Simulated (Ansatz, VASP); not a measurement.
Two plane-wave programs on Te

```xyz
1
Lattice="2.2588 1.3041 1.6564 -2.2588 1.3041 1.6564 0.0000 -2.6083 1.6564" Properties=species:S:1:pos:R:3 pbc="T T T"
Te    0.0000    0.0000    2.4847
```

Alike in both runs: task single point; functional LDA; k mesh 9 × 9 × 9; occupations fermi-dirac, width 0.05 eV; no spin polarisation.

```csv
,VASP,Ansatz
version,VASP 6.6.1,Ansatz 0.2.0
potentials or method,"VASP PAW LDA potentials, release 64 (Te)",Ansatz PAW
plane-wave cutoff (eV),520,420
valence electrons in the cell,6,16
```

Ansatz gave:

* gap on the k mesh at the Fermi level (eV): none
* pressure (GPa): 2.8
* traceless stress, the component that is largest in VASP (GPa): -0.41

Q: What did VASP give for the same quantities?

A: gap on the k mesh at the Fermi level (eV): none; pressure (GPa): 3.0; traceless stress, the component that is largest in VASP (GPa): -0.46.

LDA's correlation is that of Perdew and Zunger in VASP and of Perdew and Wang (1992) in Ansatz. A gap of «none» marks a metal or a gap that the smearing closes. VASP's potentials hold 6 valence electrons a cell and Ansatz's 16, so a difference there can come from the potentials and not from the codes.

Spin-orbit coupling is off throughout.
